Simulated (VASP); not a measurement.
# InSe (C2/m) in VASP: a series of runs, part 2 of 3

VASP 6.6.1.

## Step 3: Electric field gradients, PBE (26.33 Å³/atom)

This run uses another cell than the first one, of 26.33 Å³/atom.

INCAR

```
ALGO = Normal
EDIFF = 1E-8
ENCUT = 520
GGA = PE
ISIF = 2
ISMEAR = -1
LASPH = True
LCHARG = False
LEFG = True
LREAL = False
LWAVE = False
NBANDS = 27
NELM = 80
PREC = Accurate
SIGMA = 0.02
```

KPOINTS

```
k-points
0
Gamma
  7 7 6
```

POSCAR

```
InSe
1.0
    5.8873975131     -2.0618272927      0.0000000000
    5.8873975131      2.0618272927      0.0000000000
   -1.6047294086      0.0000000000      4.3380208189
In Se
2 2
Direct
    0.8840000000      0.8840000000      0.0050000000
    0.1160000000      0.1160000000      0.9950000000
    0.6600000000      0.6600000000      0.6420000000
    0.3400000000      0.3400000000      0.3580000000
```

Potentials or basis: VASP PAW PBE potentials, release 64 (In_d, Se).

Command:

```console
$ cat potpaw_PBE.64/In_d/POTCAR potpaw_PBE.64/Se/POTCAR > POTCAR
$ mpirun -np 1 vasp_std > vasp.out
```

OUTCAR:

```text
EDIFF = 1E-8
   ENCUT = 520
   GGA = PE
   ISIF = 2
   ISMEAR = -1
   LASPH = True
   LREAL = False
   NELM = 80
   PREC = Accurate

 ion  position               nearest neighbor table
   1  0.884  0.884  0.005-   3 2.59   2 2.75   4 2.79   4 2.79   2 3.76   2 3.76
   2  0.116  0.116  0.995-   4 2.59   1 2.75   3 2.79   3 2.79   1 3.76   1 3.76
   3  0.660  0.660  0.642-   1 2.59   2 2.79   2 2.79
   4  0.340  0.340  0.358-   2 2.59   1 2.79   1 2.79

  LATTYP: Found a base centered monoclinic cell.
 ALAT       =    11.7747950262
 B/A-ratio  =     0.3502103074
 C/A-ratio  =     0.3928152938
 COS(beta)  =    -0.3469445484

  Lattice vectors:

 A1 = (   5.8873975131,  -2.0618272927,   0.0000000000)
 A2 = (   5.8873975131,   2.0618272927,   0.0000000000)
 A3 = (  -1.6047294086,   0.0000000000,   4.3380208189)

Analysis of symmetry for initial positions (statically):
=====================================================================
 Subroutine PRICEL returns:
 Original cell was already a primitive cell.

 Routine SETGRP: Setting up the symmetry group for a
 base centered monoclinic supercell.

 Subroutine GETGRP returns: Found  4 space group operations
 (whereof  4 operations were pure point group operations)
 out of a pool of  4 trial point group operations.

The static configuration has the point symmetry C_2h.

Analysis of symmetry for dynamics (positions and initial velocities):
=====================================================================
 Subroutine PRICEL returns:
[... 887 lines left out ...]
 [... further k-points ...]

------------------------ aborting loop because EDIFF is reached ----------------------------------------

  FORCE on cell =-STRESS in cart. coord.  units (eV):
  Direction    XX          YY          ZZ          XY          YZ          ZX
  --------------------------------------------------------------------------------------
  -------------------------------------------------------------------------------------
  Total        2.9951724      0.5495667      1.0786174      0.0000000      0.0000000      1.4475610
  in kB       45.5653950      8.3605281     16.4089475      0.0000000      0.0000000     22.0216659
  external PRESSURE =      23.4449569 kB  Pullay stress =       0.0000000 kB

 VOLUME and BASIS-vectors are now :
 -----------------------------------------------------------------------------
  energy-cutoff  :      520.00
  volume of cell :      105.32
      direct lattice vectors                 reciprocal lattice vectors
     5.887397513 -2.061827293  0.000000000     0.084927168 -0.242503338  0.031416429
     5.887397513  2.061827293  0.000000000     0.084927168  0.242503338  0.031416429
    -1.604729409  0.000000000  4.338020819     0.000000000  0.000000000  0.230519871

 POSITION                                       TOTAL-FORCE (eV/Angst)
 -----------------------------------------------------------------------------------
     10.40090      0.00000      0.02169        -0.152322      0.000000      0.514075
     -0.23083      0.00000      4.31633         0.152322      0.000000     -0.514075
      6.74113      0.00000      2.78501        -0.734454      0.000000     -0.094378
      3.42894      0.00000      1.55301         0.734454      0.000000      0.094378
 -----------------------------------------------------------------------------------
    total drift:                               -0.000000     -0.000000      0.000000

  FREE ENERGIE OF THE ION-ELECTRON SYSTEM (eV)
  ---------------------------------------------------
  free  energy   TOTEN  =       -13.9070555302 eV

  energy  without entropy=      -13.9070555302  energy(sigma->0) =      -13.90705553

 Electric field gradients (V/A^2)
---------------------------------------------------------------------
 ion       V_xx      V_yy      V_zz      V_xy      V_xz      V_yz
---------------------------------------------------------------------
   1    -176.711    97.911    78.800     0.000   -45.289    -0.000
   2    -176.711    97.911    78.800    -0.000   -45.289     0.000
   3      72.219   -24.952   -47.268     0.000    19.079     0.000
   4      72.219   -24.952   -47.268     0.000    19.079    -0.000
---------------------------------------------------------------------

 Electric field gradients after diagonalization (V/A^2)
 (convention: |V_zz| > |V_xx| > |V_yy|)
----------------------------------------------------------------------
 ion       V_xx      V_yy      V_zz     asymmetry (V_yy - V_xx)/ V_zz
----------------------------------------------------------------------
   1      97.911    86.590  -184.501       0.061
   2      97.911    86.590  -184.501       0.061
   3     -50.240   -24.952    75.192       0.336
   4     -50.240   -24.952    75.192       0.336
----------------------------------------------------------------------

           NMR quadrupolar parameters

 Cq : quadrupolar parameter    Cq=e*Q*V_zz/h
 eta: asymmetry parameters     (V_yy - V_xx)/ V_zz
 Q  : nuclear electric quadrupole moment in mb (millibarn)
----------------------------------------------------------------------
 ion       Cq(MHz)       eta       Q (mb)
----------------------------------------------------------------------
   1      -0.446       0.061       1.000
   2      -0.446       0.061       1.000
   3       0.182       0.336       1.000
   4       0.182       0.336       1.000
----------------------------------------------------------------------
```

stdout:

```text
POSCAR found type information on POSCAR InSe
 POSCAR found :  2 types and       4 ions
 scaLAPACK will be used
 LDA part: xc-table for (Slater+PW92), standard interpolation
 POSCAR, INCAR and KPOINTS ok, starting setup
 FFT: planning ... GRIDC
 FFT: planning ... GRID_SOFT
 FFT: planning ... GRID
 WAVECAR not read
 entering main loop
ion   1

ion   2

ion   3

ion   4
```

Run time: 3.4 min. Hardware: 1 thread of Intel Xeon Platinum 8559C (Emerald Rapids), shared host; peak memory 0.42 GiB.

Results:

| Item | Value |
| --- | --- |
| Free energy | -13.9071 eV |
| Pressure | 2.3 GPa |
| Largest force | 0.740 eV/Å |
| Band gap on the k mesh | 0.92 eV (least direct gap 1.33 eV) |
| Largest electric field gradient by atom | In -184.5; Se +75.2 V/Å² |

Forces in eV/Å, atoms in the order of the input:
```
In  -0.152  0.000  0.514
In   0.152  0.000 -0.514
Se  -0.734  0.000 -0.094
Se   0.734  0.000  0.094
```

Stress tensor (GPa, compression positive):
```
4.56 0.00 2.20
0.00 0.84 0.00
2.20 0.00 1.64
```

Electric field gradients, principal values (V/Å²):
```
atom    least   middle  greatest (by size)
1 In   86.590   97.911            -184.501
2 In   86.590   97.911            -184.501
3 Se  -24.952  -50.240              75.192
4 Se  -24.952  -50.240              75.192
```

Caveat: without QUAD_EFG the Cq values of the log hold for a quadrupole moment of 1 mb, not for the nuclei; spin-orbit coupling is left out, which moves the levels of the heavy elements; an odd mesh through Γ misses points on the zone boundary, where band edges can lie.

## Step 4: Electric field gradients, PBE (27.11 Å³/atom)

This run uses another cell than the first one, of 27.11 Å³/atom.

INCAR

```
  PREC = Accurate
  ENCUT = 520
  EDIFF = 1E-8
  ISMEAR = -1
  SIGMA = 0.02
  LREAL = F
  LASPH = T
  NELM = 100
  ALGO = Normal
  ISIF = 2
  LWAVE = F
  LCHARG = F
  GGA = PE
  LEFG = T
  NBANDS = 27
```

KPOINTS

```
Automatic mesh
0
Gamma
  7 7 6
```

POSCAR

```
InSe
1.0
    5.9451207775     -2.0820425748      0.0000000000
    5.9451207775      2.0820425748      0.0000000000
   -1.6204630532      0.0000000000      4.3805531470
In Se
2 2
Direct
    0.8840000000      0.8840000000      0.0050000000
    0.1160000000      0.1160000000      0.9950000000
    0.6600000000      0.6600000000      0.6420000000
    0.3400000000      0.3400000000      0.3580000000
```

Potentials or basis: VASP PAW PBE potentials, release 64 (In_d, Se).

Command:

```console
$ cat potpaw_PBE.64/In_d/POTCAR potpaw_PBE.64/Se/POTCAR > POTCAR
$ mpirun -np 1 vasp_std > vasp.out
```

OUTCAR:

```text
PREC = Accurate
   ENCUT = 520
   EDIFF = 1E-8
   ISMEAR = -1
   LREAL = F
   LASPH = T
   NELM = 100
   ISIF = 2
   GGA = PE

 ion  position               nearest neighbor table
   1  0.884  0.884  0.005-   3 2.61   2 2.78   4 2.82   4 2.82   2 3.79   2 3.79
   2  0.116  0.116  0.995-   4 2.61   1 2.78   3 2.82   3 2.82   1 3.79   1 3.79
   3  0.660  0.660  0.642-   1 2.61   2 2.82   2 2.82
   4  0.340  0.340  0.358-   2 2.61   1 2.82   1 2.82

  LATTYP: Found a base centered monoclinic cell.
 ALAT       =    11.8902415550
 B/A-ratio  =     0.3502103074
 C/A-ratio  =     0.3928152938
 COS(beta)  =    -0.3469445484

  Lattice vectors:

 A1 = (   5.9451207775,  -2.0820425748,   0.0000000000)
 A2 = (   5.9451207775,   2.0820425748,   0.0000000000)
 A3 = (  -1.6204630532,   0.0000000000,   4.3805531470)

Analysis of symmetry for initial positions (statically):
=====================================================================
 Subroutine PRICEL returns:
 Original cell was already a primitive cell.

 Routine SETGRP: Setting up the symmetry group for a
 base centered monoclinic supercell.

 Subroutine GETGRP returns: Found  4 space group operations
 (whereof  4 operations were pure point group operations)
 out of a pool of  4 trial point group operations.

The static configuration has the point symmetry C_2h.

Analysis of symmetry for dynamics (positions and initial velocities):
=====================================================================
 Subroutine PRICEL returns:
 Original cell was already a primitive cell.

[... 886 lines left out ...]

------------------------ aborting loop because EDIFF is reached ----------------------------------------

  FORCE on cell =-STRESS in cart. coord.  units (eV):
  Direction    XX          YY          ZZ          XY          YZ          ZX
  --------------------------------------------------------------------------------------
  -------------------------------------------------------------------------------------
  Total        1.5908313     -0.3667462      0.1104310      0.0000000      0.0000000      1.2544932
  in kB       23.5031174     -5.4183491      1.6315193      0.0000000      0.0000000     18.5340209
  external PRESSURE =       6.5720959 kB  Pullay stress =       0.0000000 kB

 VOLUME and BASIS-vectors are now :
 -----------------------------------------------------------------------------
  energy-cutoff  :      520.00
  volume of cell :      108.44
      direct lattice vectors                 reciprocal lattice vectors
     5.945120777 -2.082042575  0.000000000     0.084102581 -0.240148788  0.031111396
     5.945120777  2.082042575  0.000000000     0.084102581  0.240148788  0.031111396
    -1.620463053  0.000000000  4.380553147     0.000000000  0.000000000  0.228281673

 POSITION                                       TOTAL-FORCE (eV/Angst)
 -----------------------------------------------------------------------------------
     10.50287      0.00000      0.02190        -0.263688      0.000000      0.489568
     -0.23309      0.00000      4.35865         0.263688      0.000000     -0.489568
      6.80722      0.00000      2.81232        -0.650317      0.000000      0.091123
      3.46256      0.00000      1.56824         0.650317      0.000000     -0.091123
 -----------------------------------------------------------------------------------
    total drift:                               -0.000000     -0.000000      0.000000

  FREE ENERGIE OF THE ION-ELECTRON SYSTEM (eV)
  ---------------------------------------------------
  free  energy   TOTEN  =       -13.9365389307 eV

  energy  without entropy=      -13.9365389307  energy(sigma->0) =      -13.93653893

 Electric field gradients (V/A^2)
---------------------------------------------------------------------
 ion       V_xx      V_yy      V_zz      V_xy      V_xz      V_yz
---------------------------------------------------------------------
   1    -170.639    94.517    76.122    -0.000   -44.301     0.000
   2    -170.639    94.517    76.122    -0.000   -44.301     0.000
   3      75.170   -26.800   -48.370     0.000    20.817     0.000
   4      75.170   -26.800   -48.370    -0.000    20.817    -0.000
---------------------------------------------------------------------

 Electric field gradients after diagonalization (V/A^2)
 (convention: |V_zz| > |V_xx| > |V_yy|)
----------------------------------------------------------------------
 ion       V_xx      V_yy      V_zz     asymmetry (V_yy - V_xx)/ V_zz
----------------------------------------------------------------------
   1      94.517    83.834  -178.351       0.060
   2      94.517    83.834  -178.351       0.060
   3     -51.783   -26.800    78.583       0.318
   4     -51.783   -26.800    78.583       0.318
----------------------------------------------------------------------

           NMR quadrupolar parameters

 Cq : quadrupolar parameter    Cq=e*Q*V_zz/h
 eta: asymmetry parameters     (V_yy - V_xx)/ V_zz
 Q  : nuclear electric quadrupole moment in mb (millibarn)
----------------------------------------------------------------------
 ion       Cq(MHz)       eta       Q (mb)
----------------------------------------------------------------------
   1      -0.431       0.060       1.000
   2      -0.431       0.060       1.000
   3       0.190       0.318       1.000
   4       0.190       0.318       1.000
----------------------------------------------------------------------
```

Wall time 3 min (1 thread of Intel Xeon Platinum 8559C (Emerald Rapids), shared host); peak memory 0.42 GiB.

Results:

```yaml
Free_energy: -13.9365 eV
Pressure: 0.7 GPa
Largest_force: 0.657 eV/Å
Band_gap_on_the_k_mesh: 0.86 eV (least direct gap 1.28 eV)
Largest_electric_field_gradient_by_atom: In -178.4; Se +78.6 V/Å²
```

Forces in eV/Å, atoms in the order of the input:
```
In  -0.264  0.000  0.490
In   0.264  0.000 -0.490
Se  -0.650  0.000  0.091
Se   0.650  0.000 -0.091
```

Electric field gradients, principal values (V/Å²):
| atom | least | middle | greatest (by size) |
| --- | --- | --- | --- |
| 1 In | 83.834 | 94.517 | -178.351 |
| 2 In | 83.834 | 94.517 | -178.351 |
| 3 Se | -26.800 | -51.783 | 78.583 |
| 4 Se | -26.800 | -51.783 | 78.583 |

Caveat: without QUAD_EFG the Cq values of the log hold for a quadrupole moment of 1 mb, not for the nuclei; spin-orbit coupling is left out, which moves the levels of the heavy elements; an odd mesh through Γ misses points on the zone boundary, where band edges can lie.

[end of part 2 of 3]
